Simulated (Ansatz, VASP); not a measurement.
One calculation of Co, two programs

```
CELL_PARAMETERS angstrom
2.49518 0.00000 0.00000
-1.24759 2.16089 0.00000
0.00000 0.00000 8.08173
ATOMIC_POSITIONS crystal
Co 0.00000 0.00000 0.00000
Co 0.00000 0.00000 0.50000
Co 0.33333 0.66667 0.25000
Co 0.66667 0.33333 0.75000
```

Alike in both runs: task single point; functional PBE; k mesh 16 × 16 × 5; occupations fermi-dirac, width 0.05 eV; collinear spin.

|  | VASP | Ansatz |
| --- | --- | --- |
| version | VASP 6.6.1 | Ansatz 0.2.0 |
| potentials or method | VASP PAW PBE potentials, release 64 (Co), cutoff 520 eV | plane waves (420 eV) with PAW, scalar-relativistic |
| valence electrons in the cell | 36 | 68 |

Ansatz gave:

```
pressure (GPa)                                                : -0.3
traceless stress, the component that is largest in VASP (GPa) : 0.29
net moment per atom (μB)                                      : 1.62
size of the moment on the site where the two differ most (μB) : 1.71
```

Task: Estimate VASP's values.

Result: Pressure (GPa): -1.0; traceless stress, the component that is largest in VASP (GPa): 0.32; net moment per atom (μB): 1.62; size of the moment on the site where the two differ most (μB): 1.65.

Site moments also hang on the region over which each program counts them. VASP's potentials hold 36 valence electrons a cell and Ansatz's 68, so a difference there can come from the potentials and not from the codes.
